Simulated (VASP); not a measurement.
# CdS (P6_3mc) in VASP: a series of runs

Runs on CdS. Level: PBEsol. Tasks: single point.

All numbers are computed with VASP 6.6.1; they aren't measurements. Logs are shortened: lines on timing, memory, paths and dates and some standing lists are left out, and cuts for length are marked.

## Step 1: The cell of the first run

The structure is hexagonal, space group P6_3mc (No. 186). The conventional cell has a = 4.135 Å, b = 4.135 Å, c = 6.682 Å, α = 90.00°, β = 90.00°, γ = 120.00°. Cd (site symmetry 3m) has 4 S at 2.51 to 2.57 Å within 3.3 Å. S (site symmetry 3m) has 4 Cd at 2.51 to 2.57 Å within 3.3 Å.

## Step 2: Single point, PBEsol (zz strain of -1 %)

Input file INCAR:

```
SYSTEM = CdS
PREC = Accurate ; ENCUT = 520
EDIFF = 1E-7 ; ISMEAR = -1
SIGMA = 0.01 ; LREAL = .FALSE.
LASPH = .TRUE. ; NELM = 60
ALGO = Normal ; ISIF = 2
LWAVE = .FALSE. ; LCHARG = .FALSE.
GGA = PS ; NBANDS = 26
```

Input file KPOINTS:

```
regular mesh
0
G
  7 7 4
  0 0 0
```

Input file POSCAR:

```
CdS
1.0
    4.1347992034      0.0000000000      0.0000000000
   -2.0673996017      3.5808411497      0.0000000000
    0.0000000000      0.0000000000      6.6815100000
Cd S
2 2
Direct
    0.3333333333      0.6666666667      0.0000000000
    0.6666666667      0.3333333333      0.5000000000
    0.3333333333      0.6666666667      0.3850000000
    0.6666666667      0.3333333333      0.8850000000
```

Potentials or basis: VASP PAW PBE potentials, release 64 (Cd, S).

Started as:

```console
> cat potpaw_PBE.64/Cd/POTCAR potpaw_PBE.64/S/POTCAR > POTCAR
> mpirun -np 1 vasp_std > vasp.out
```

OUTCAR:

```text
SYSTEM = CdS
   PREC = Accurate
   ENCUT = 520
   EDIFF = 1E-7
   ISMEAR = -1
   LREAL = .FALSE.
   LASPH = .TRUE.
   NELM = 60
   ISIF = 2
   GGA = PS

 ion  position               nearest neighbor table
   1  0.333  0.667  0.000-   4 2.51   4 2.51   4 2.51   3 2.57
   2  0.667  0.333  0.500-   3 2.51   3 2.51   3 2.51   4 2.57
   3  0.333  0.667  0.385-   2 2.51   2 2.51   2 2.51   1 2.57
   4  0.667  0.333  0.885-   1 2.51   1 2.51   1 2.51   2 2.57

  LATTYP: Found a hexagonal cell.
 ALAT       =     4.1347992034
 C/A-ratio  =     1.6159212748

  Lattice vectors:

 A1 = (   4.1347992034,   0.0000000000,   0.0000000000)
 A2 = (  -2.0673996017,   3.5808411497,   0.0000000000)
 A3 = (   0.0000000000,   0.0000000000,   6.6815100000)

Analysis of symmetry for initial positions (statically):
=====================================================================
 Subroutine PRICEL returns:
 Original cell was already a primitive cell.

 Routine SETGRP: Setting up the symmetry group for a
 hexagonal supercell.

 Subroutine GETGRP returns: Found 12 space group operations
 (whereof  6 operations were pure point group operations)
 out of a pool of 24 trial point group operations.

The static configuration has the point symmetry C_3v.
 The point group associated with its full space group is C_6v.

Analysis of symmetry for dynamics (positions and initial velocities):
=====================================================================
 Subroutine PRICEL returns:
 Original cell was already a primitive cell.

 Routine SETGRP: Setting up the symmetry group for a
 hexagonal supercell.

 Subroutine GETGRP returns: Found 12 space group operations
 (whereof  6 operations were pure point group operations)
 out of a pool of 24 trial point group operations.

The dynamic configuration has the point symmetry C_3v.
 The point group associated with its full space group is C_6v.

 Subroutine INISYM returns: Found 12 space group operations
 (whereof  6 operations are pure point group operations),
 and found     1 'primitive' translations

----------------------------------------------------------------------------------------

                                     Primitive cell

  volume of cell :      98.9268

  direct lattice vectors                    reciprocal lattice vectors
     4.134799203  0.000000000  0.000000000     0.241849713  0.139631997  0.000000000
    -2.067399602  3.580841150  0.000000000     0.000000000  0.279263994  0.000000000
     0.000000000  0.000000000  6.681510000     0.000000000  0.000000000  0.149666767

  length of vectors
     4.134799203  4.134799203  6.681510000     0.279263994  0.279263994  0.149666767

  position of ions in fractional coordinates (direct lattice)
     0.333333333  0.666666667  0.000000000
     0.666666667  0.333333333  0.500000000
     0.333333333  0.666666667  0.385000000
     0.666666667  0.333333333  0.885000000

  ion indices of the primitive-cell ions
   primitive index   ion index
                 1           1
                 2           2
                 3           3
                 4           4

----------------------------------------------------------------------------------------

 KPOINTS: regular mesh

Automatic generation of k-mesh.
 Grid dimensions read from file:
 generate k-points for:    7    7    4

 Generating k-lattice:

  Cartesian coordinates                     Fractional coordinates (reciprocal lattice)
     0.034549959  0.019947428  0.000000000     0.142857143  0.000000000  0.000000000
     0.000000000  0.039894856  0.000000000     0.000000000  0.142857143  0.000000000
     0.000000000  0.000000000  0.037416692     0.000000000  0.000000000  0.250000000

  Length of vectors
     0.039894856  0.039894856  0.037416692

  Shift w.r.t. Gamma in fractional coordinates (k-lattice)
     0.000000000  0.000000000  0.000000000

 Subroutine IBZKPT returns following result:
 ===========================================

 Found     24 irreducible k-points:

 Following reciprocal coordinates:
            Coordinates               Weight
  0.000000  0.000000  0.000000      1.000000
  0.142857  0.000000  0.000000      6.000000
  0.285714  0.000000  0.000000      6.000000
  0.428571  0.000000  0.000000      6.000000
  0.142857  0.142857  0.000000      6.000000
  0.285714  0.142857  0.000000     12.000000
[... 16 lines left out ...]
  0.428571  0.142857  0.500000      6.000000
  0.285714  0.285714  0.500000      6.000000
   k-points           NKPTS =     24   k-points in BZ     NKDIM =     24   number of bands    NBANDS=     26
   number of dos      NEDOS =    301   number of ions     NIONS =      4
   total plane-waves  NPLWV =  51200
   dimension x,y,z NGX =    32 NGY =   32 NGZ =   50
   dimension x,y,z NGXF=    64 NGYF=   64 NGZF=  100
   ions per type =               2   2
   NGX,Y,Z   is equivalent  to a cutoff of  12.87, 12.87, 12.44 a.u.
   NGXF,Y,Z  is equivalent  to a cutoff of  25.73, 25.73, 24.88 a.u.
 SYSTEM =  CdS
   PREC   = accura    normal or accurate (medium, high low for compatibility)
   ISTART =      0    job   : 0-new  1-cont  2-samecut
   ICHARG =      2    charge: 1-file 2-atom 10-const
   ISPIN  =      1    spin polarized calculation?
   LNONCOLLINEAR =      F non collinear calculations
   LSORBIT =      F    spin-orbit coupling
   LASPH  =      T    aspherical Exc in radial PAW
   ENCUT  =  520.0 eV  38.22 Ry    6.18 a.u.   7.69  7.69 12.42*2*pi/ulx,y,z
   NELM   =     60;   NELMIN=  2; NELMDL= -5     # of ELM steps
   EDIFF  = 0.1E-06   stopping-criterion for ELM
   LREAL  =      F    real-space projection
   EDIFFG = 0.1E-05   stopping-criterion for IOM
   NSW    =      0    number of steps for IOM
   IBRION =     -1    ionic relax: 0-MD 1-quasi-New 2-CG
   NFREE  =      0    steps in history (QN), initial steepest desc. (CG)
   ISIF   =      2    stress and relaxation
   ISYM   =      2    0-nonsym 1-usesym 2-fastsym
   POTIM  = 0.5000    time-step for ionic-motion
   TEBEG  =    0.0;   TEEND  =   0.0 temperature during run
   PSTRESS=    0.0 pullay stress
   NELECT =      36.0000    total number of electrons
   NUPDOWN=      -1.0000    fix difference up-down
   EMIN   =  10.00;   EMAX   =-10.00  energy-range for DOS
   EFERMI =   0.00;   METHOD = LEGACY
   ISMEAR =    -1;   SIGMA  =   0.01  broadening in eV -4-tet -1-fermi 0-gaus
   EFERMI_NEDOS =   21; number of points for ismear=-14 and -15
   IALGO  =     38    algorithm
   IMIX   =      4    mixing-type and parameters
     AMIX     =   0.40;   BMIX     =  1.00
     AMIX_MAG =   1.60;   BMIX_MAG =  1.00
  volume/ion in A,a.u.               =      24.73       166.90
  Fermi-wavevector in a.u.,A,eV,Ry     =   1.168793  2.208699 18.586609  1.366077
  Thomas-Fermi vector in A             =   2.305275
   LORBIT       =      0    0 simple, 1 ext, 2 COOP (PROOUT), +10 PAW based schemes
   GGA     = PS    functional components
   LHFCALC =     F    Hartree Fock is set to
   AEXX    =    0.0000 exact exchange contribution
   IVDW    =     0    specifies the selected vdW correction
   LEPSILON=     F    determine dielectric tensor
   LRPA    =     F    only Hartree local field effects (RPA)
 non-spin polarized calculation
  energy-cutoff  :      520.00
  volume of cell :       98.93
 maximum number of plane-waves:      2707
 NGX is ok and might be reduce to    32
   NGX = 15   NGY = 15   NGZ = 25

 number of electron      35.9999999 magnetization

 Free energy of the ion-electron system (eV)
  ---------------------------------------------------
  ext. energy  EPLUGINS =         0.00000000
  ---------------------------------------------------
  free energy    TOTEN  =       -13.62213703 eV

  energy without entropy =      -13.62213703  energy(sigma->0) =      -13.62213703

 E-fermi :   1.4693     XC(G=0):  -9.3830

 val. band max:        1.2217602355   @ k =   0.0000   0.0000   0.0000
 cond. band min:       2.3438539067   @ k =   0.0000   0.0000   0.0000
 fundamental gap:      1.1220936712
 Fermi energy:         1.4693233220

 k-point     1 :       0.0000    0.0000    0.0000
  band No.  band energies     occupation
      1     -11.1731      2.00000
      2     -10.7301      2.00000
      3      -6.4994      2.00000
      4      -6.4994      2.00000
      5      -6.4387      2.00000
      6      -6.4255      2.00000
[... 18 lines left out ...]
     25       8.6783      0.00000
     26       8.8630      0.00000

 k-point     2 :       0.1429    0.0000    0.0000
  band No.  band energies     occupation
      1     -11.0987      2.00000
      2     -10.6964      2.00000
      3      -6.4656      2.00000
      4      -6.4633      2.00000
      5      -6.4024      2.00000
      6      -6.3828      2.00000
[... 18 lines left out ...]
     25       8.6493      0.00000
     26       9.1322      0.00000

 k-point     3 :       0.2857    0.0000    0.0000
  band No.  band energies     occupation
      1     -10.9217      2.00000
      2     -10.6291      2.00000
      3      -6.3997      2.00000
      4      -6.3985      2.00000
      5      -6.2806      2.00000
      6      -6.2724      2.00000
[... 18 lines left out ...]
     25       9.2695      0.00000
     26       9.7881      0.00000

 k-point     4 :       0.4286    0.0000    0.0000
  band No.  band energies     occupation
      1     -10.7600      2.00000
      2     -10.5942      2.00000
      3      -6.3747      2.00000
      4      -6.3621      2.00000
      5      -6.2009      2.00000
      6      -6.1700      2.00000
[... 18 lines left out ...]
     25       9.6210      0.00000
     26      10.8438      0.00000

 k-point     5 :       0.1429    0.1429    0.0000
  band No.  band energies     occupation
      1     -10.9727      2.00000
      2     -10.6463      2.00000
      3      -6.4218      2.00000
      4      -6.4029      2.00000
      5      -6.3241      2.00000
      6      -6.3134      2.00000
[... 18 lines left out ...]
     25       9.1835      0.00000
     26       9.7472      0.00000

 k-point     6 :       0.2857    0.1429    0.0000
  band No.  band energies     occupation
      1     -10.7999      2.00000
      2     -10.5992      2.00000
      3      -6.3892      2.00000
      4      -6.3443      2.00000
      5      -6.2311      2.00000
      6      -6.2094      2.00000
[... 427 lines left out ...]
 k-point    21 :       0.1429    0.1429    0.5000
  band No.  band energies     occupation
      1     -10.8009      2.00000
      2     -10.8009      2.00000
      3      -6.3790      2.00000
      4      -6.3790      2.00000
      5      -6.3554      2.00000
      6      -6.3554      2.00000
[... 18 lines left out ...]
     25       9.0225      0.00000
     26       9.0225      0.00000

 k-point    22 :       0.2857    0.1429    0.5000
  band No.  band energies     occupation
      1     -10.6884      2.00000
      2     -10.6884      2.00000
      3      -6.3259      2.00000
      4      -6.3259      2.00000
      5      -6.2901      2.00000
      6      -6.2901      2.00000
[... 18 lines left out ...]
     25       9.3908      0.00000
     26       9.3908      0.00000

 k-point    23 :       0.4286    0.1429    0.5000
  band No.  band energies     occupation
      1     -10.6388      2.00000
      2     -10.6388      2.00000
      3      -6.3147      2.00000
      4      -6.3147      2.00000
      5      -6.2704      2.00000
      6      -6.2704      2.00000
[... 18 lines left out ...]
     25       9.8975      0.00000
     26       9.8975      0.00000

 k-point    24 :       0.2857    0.2857    0.5000
  band No.  band energies     occupation
      1     -10.6275      2.00000
      2     -10.6275      2.00000
      3      -6.2899      2.00000
      4      -6.2899      2.00000
      5      -6.2661      2.00000
      6      -6.2661      2.00000
[... 18 lines left out ...]
     25       9.8178      0.00000
     26       9.8178      0.00000

------------------------ aborting loop because EDIFF is reached ----------------------------------------

  FORCE on cell =-STRESS in cart. coord.  units (eV):
  Direction    XX          YY          ZZ          XY          YZ          ZX
  --------------------------------------------------------------------------------------
  -------------------------------------------------------------------------------------
  Total        0.4939552      0.4939552     -0.2983202      0.0000000      0.0000000      0.0000000
  in kB        7.9998906      7.9998906     -4.8314686      0.0000000      0.0000000      0.0000000
  external PRESSURE =       3.7227709 kB  Pullay stress =       0.0000000 kB

 VOLUME and BASIS-vectors are now :
 -----------------------------------------------------------------------------
  energy-cutoff  :      520.00
  volume of cell :       98.93
      direct lattice vectors                 reciprocal lattice vectors
     4.134799203  0.000000000  0.000000000     0.241849713  0.139631997  0.000000000
    -2.067399602  3.580841150  0.000000000     0.000000000  0.279263994  0.000000000
     0.000000000  0.000000000  6.681510000     0.000000000  0.000000000  0.149666767

 POSITION                                       TOTAL-FORCE (eV/Angst)
 -----------------------------------------------------------------------------------
     -0.00000      2.38723      0.00000        -0.000000     -0.000000      0.201585
      2.06740      1.19361      3.34076         0.000000      0.000000      0.201585
     -0.00000      2.38723      2.57238         0.000000     -0.000000     -0.201585
      2.06740      1.19361      5.91314        -0.000000     -0.000000     -0.201585
 -----------------------------------------------------------------------------------
    total drift:                               -0.000000     -0.000000     -0.000061

  FREE ENERGIE OF THE ION-ELECTRON SYSTEM (eV)
  ---------------------------------------------------
  free  energy   TOTEN  =       -13.6221370272 eV

  energy  without entropy=      -13.6221370272  energy(sigma->0) =      -13.62213703
```

It took 97 s on 1 thread of Intel Xeon 8259CL, shared host; peak memory 0.24 GiB.

What came out:

```yaml
Free_energy: -13.6221 eV
Pressure: 0.4 GPa
Largest_force: 0.202 eV/Å
Band_gap_on_the_k_mesh: 1.12 eV
```

Forces in eV/Å, atoms in the order of the input:
```
Cd   0.000  0.000  0.202
Cd   0.000  0.000  0.202
S    0.000  0.000 -0.202
S    0.000  0.000 -0.202
```

Levels at points of the mesh, in eV from the valence-band top:
| k point | band 15 | band 16 | band 17 | band 18 | band 19 | band 20 | band 21 | band 22 |
| --- | --- | --- | --- | --- | --- | --- | --- | --- |
| (0.00, 0.00, 0.00) | -0.75 | -0.02 | 0.00 | 0.00 | 1.12 | 2.58 | 6.35 | 6.35 |
| (0.00, 0.00, 0.50) | -0.39 | -0.39 | -0.39 | -0.39 | 2.73 | 2.73 | 6.07 | 6.07 |

Caveat: the cell differs from its parent crystal (zz strain of -1 %); the PAW data sets were made with another functional, which shifts forces and pressure a little.

## Step 3: Single point, PBEsol (zz strain of +1 %)

Input file INCAR:

```
SYSTEM = CdS
PREC = Accurate
ENCUT = 520
EDIFF = 1E-6
ISMEAR = -1
SIGMA = 0.01
LREAL = .False.
LASPH = .True.
NELM = 80
ALGO = Normal
ISIF = 2
LWAVE = .False.
LCHARG = .False.
GGA = PS
NBANDS = 26
```

Input file KPOINTS:

```
Automatic mesh
0
Gamma
  7 7 4
  0 0 0
```

Changes to POSCAR since step 2:

```diff
@@ -4,3 +4,3 @@
    -2.0673996017      3.5808411497      0.0000000000
-    0.0000000000      0.0000000000      6.6815100000
+    0.0000000000      0.0000000000      6.8164900000
 Cd S
```

Potentials or basis: VASP PAW PBE potentials, release 64 (Cd, S).

Started as:

```console
> cat potpaw_PBE.64/Cd/POTCAR potpaw_PBE.64/S/POTCAR > POTCAR
> mpirun -np 1 vasp_std > vasp.out
```

Wall time 1.7 min (1 thread of Intel Xeon 8259CL, shared host); peak memory 0.24 GiB.

It converged, with:

```yaml
Free_energy: -13.6029 eV
Pressure: -0.7 GPa
Largest_force: 0.296 eV/Å
Band_gap_on_the_k_mesh: 1.06 eV
```

Forces in eV/Å, atoms in the order of the input:
```
Cd   0.000  0.000  0.296
Cd   0.000  0.000  0.296
S    0.000  0.000 -0.296
S    0.000  0.000 -0.296
```

Stress tensor (GPa, compression positive):
```
 0.28  0.00  0.00
 0.00  0.28  0.00
 0.00  0.00 -2.58
```

Levels at points of the mesh, in eV from the valence-band top:
| k point | band 15 | band 16 | band 17 | band 18 | band 19 | band 20 | band 21 | band 22 |
| --- | --- | --- | --- | --- | --- | --- | --- | --- |
| (0.00, 0.00, 0.00) | -0.68 | -0.06 | 0.00 | 0.00 | 1.06 | 2.63 | 6.42 | 6.42 |
| (0.00, 0.00, 0.50) | -0.35 | -0.35 | -0.35 | -0.35 | 2.69 | 2.69 | 5.96 | 5.96 |

Caveat: the cell differs from its parent crystal (zz strain of +1 %); the PAW data sets were made with another functional, which shifts forces and pressure a little.

[end of part 1 of 2]
